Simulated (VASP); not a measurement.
Input of a VASP 6.6.1 run:

INCAR

```
SYSTEM = Sr3Zn2H
PREC     = Accurate       ! precision mode
ENCUT    = 520            ! plane-wave cutoff, eV
EDIFF    = 1E-6           ! SCF threshold, eV
ISMEAR   = 0              ! smearing method
SIGMA    = 0.1            ! smearing width, eV
LREAL    = .False.        ! projectors in reciprocal space
LASPH    = .True.         ! aspherical terms in the spheres
NELM     = 60             ! most SCF steps
ALGO     = Normal         ! electronic algorithm
ISIF     = 2              ! what is computed and relaxed
LWAVE    = .False.        ! write WAVECAR
LCHARG   = .False.        ! write CHGCAR
GGA      = PE             ! functional
NBANDS   = 36             ! bands
```

The input KPOINTS:

```
Automatic mesh
0
Gamma
  4 4 2
  0 0 0
```

File POSCAR:

```
Sr3Zn2H
1.0
    3.7761804800      0.0000000000      0.0000000000
    0.0000000000      3.7761804800      0.0000000000
    0.0000000000      0.0000000000      8.0297746200
Sr Zn H
3 2 1
Direct
    0.5000000000      0.0000000000      0.9998509900
    0.0000000000      0.5000000000      0.9998509900
    0.5000000000      0.5000000000      0.3771390000
    0.5000000000      0.5000000000      0.7365469900
    0.0000000000      0.0000000000      0.2648670100
    0.0000000000      0.0000000000      0.6217470200
```

Potentials or basis: VASP PAW PBE potentials, release 64 (Sr_sv, Zn, H).

Run with:

```console
$ cat potpaw_PBE.64/Sr_sv/POTCAR potpaw_PBE.64/Zn/POTCAR potpaw_PBE.64/H/POTCAR > POTCAR
$ mpirun -np 1 vasp_std > vasp.out
```

Question: Estimate the largest force.

Answer: 2.873 eV/Å.

Question: Predict the band gap on the k mesh.

Answer: Zero (an odd number of electrons rules out a gap without spin polarisation).

Question: Estimate the pressure.

Answer: 28.3 GPa.

Forces on the atoms (eV/Å):
```
Sr   0.000  0.000 -0.760
Sr   0.000  0.000 -0.760
Sr   0.000  0.000  2.873
Zn   0.000  0.000 -1.569
Zn   0.000  0.000  0.765
H    0.000  0.000 -0.549
```

Caveat: the k points lie up to 0.42 Å⁻¹ apart, too coarse for converged energies and pressures of a metal; forces of over 1 eV/Å act on the atoms, so gaps and moduli don't describe the material at rest.
